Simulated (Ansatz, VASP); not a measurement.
# CrGa3: VASP beside Ansatz

```
CELL_PARAMETERS angstrom
0.00000 3.25710 3.25710
3.25710 0.00000 3.25710
3.25710 3.25710 0.00000
ATOMIC_POSITIONS crystal
Ga 0.25000 0.25000 0.25000
Ga 0.75000 0.75000 0.75000
Ga 0.50000 0.50000 0.50000
Cr 0.00000 0.00000 0.00000
```

Alike in both runs: task single point; functional PBE; k mesh 12 × 12 × 12; occupations gaussian, width 0.1 eV; collinear spin.

|  | VASP | Ansatz |
| --- | --- | --- |
| version | VASP 6.6.1 | Ansatz 0.2.0 |
| potentials or method | VASP PAW PBE potentials, release 64 (Ga_d, Cr_pv), cutoff 520 eV | scalar-relativistic, plane waves, PAW |
| valence electrons in the cell | 51 | 53 |

|  | VASP | Ansatz | Ansatz less VASP |
| --- | --- | --- | --- |
| gap on the k mesh at the Fermi level (eV) | none | none | - |
| pressure (GPa) | -7.3 | 0.0 | +7.34 |
| net moment per atom (μB) | 0.00 | 1.02 | +1.017 |
| size of the moment on the site where the two differ most (μB) | 0.00 | 3.60 | +3.596 |

The net moments are unlike, so the other rows may belong to different states. Site moments also hang on the region over which each program counts them. A gap of «none» marks a metal or a gap that the smearing closes. VASP's potentials hold 51 valence electrons a cell and Ansatz's 53, so a difference there can come from the potentials and not from the codes.
